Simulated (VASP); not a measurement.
**Si3F: single point with PBE**

The system is Si3F.

```xyz
4
Lattice="0.0000 2.9984 2.9984 2.9984 0.0000 2.9984 2.9984 2.9984 0.0000" Properties=species:S:1:pos:R:3 pbc="T T T"
Si    2.9984    2.9984    2.9984
Si    4.4976    4.4976    4.4976
Si    1.4992    1.4992    1.4992
F     0.0000    0.0000    0.0000
```

The cell was generated, and may not be a known phase.

```yaml
Program: VASP 6.6.1
Task: single point
Functional: PBE
Potentials_or_basis: VASP PAW PBE potentials, release 64 (Si, F)
Cutoff: 520 eV
k_mesh: 6 × 6 × 6
Occupations: gaussian, width 0.1 eV
Spin: no spin polarisation
```

The pressure is 0.0 GPa and the band gap on the k mesh is zero (an odd number of electrons rules out a gap without spin polarisation).

Levels at points of the mesh, in eV from the Fermi level:
```
           k point  band 6  band 7  band 8  band 9  band 10  band 11  band 12  band 13
(0.00, 0.00, 0.00)   -2.69   -1.88   -1.88   -1.88    -1.07    -1.07    -1.07     0.46
(0.50, 0.00, 0.00)   -4.40   -3.14   -3.14   -2.70     0.56     0.56     1.65     5.47
(0.50, 0.50, 0.00)   -6.16   -3.29   -2.30   -2.30     0.49     4.14     4.14     6.38
```

It took 6.6 s on 1 thread of Intel(R) Xeon(R) 6975P-C (Granite Rapids), on a shared host, peak memory 0.16 GiB.

Caveat: an odd number of electrons without spin polarisation forces a metal; a magnetic or distorted state may lie lower.
